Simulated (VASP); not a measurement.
Runs of VASP 6.6.1 on BeS2. The structure is that of space group Fm-3m (No. 225), or close to it. The cells are those of the table. The cell was built from a structure type or drawn by symmetry, and may not be a known phase.

```csv
task,cell,k mesh,cutoff (eV),gap on the mesh (eV),pressure (GPa),relaxed volume (Å³/atom)
single point,"a = 4.019 Å, angles 60.0°, 3 atoms",14 × 14 × 14,520,none,-0.1,-
single point,"a = 4.169 Å, angles 60.0°, 3 atoms",6 × 6 × 6,520,none,(a),-
relaxation of cell and atoms,"relaxed from a = 4.169 Å, angles 60.0°, 3 atoms",6 × 6 × 6,600,none,0.0,15.30
relaxation of cell and atoms,"relaxed from a = 4.021 Å, angles 60.0°, 3 atoms",14 × 14 × 14,600,none,0.0,15.28
single point,"a = 4.021 Å, angles 60.0°, 3 atoms",6 × 6 × 6,520,none,-0.1,-
```

Alike in all rows: level PBE; potentials or basis VASP PAW PBE potentials, release 64 (Be, S); no spin polarisation; smearing gaussian 0.1 eV.

Problem. Estimate the missing entries.

Solution. (a) -7.5.

Caveats: the cell stands under tension (at least some runs).

A gap of «none» marks levels without a gap at the run's occupations.
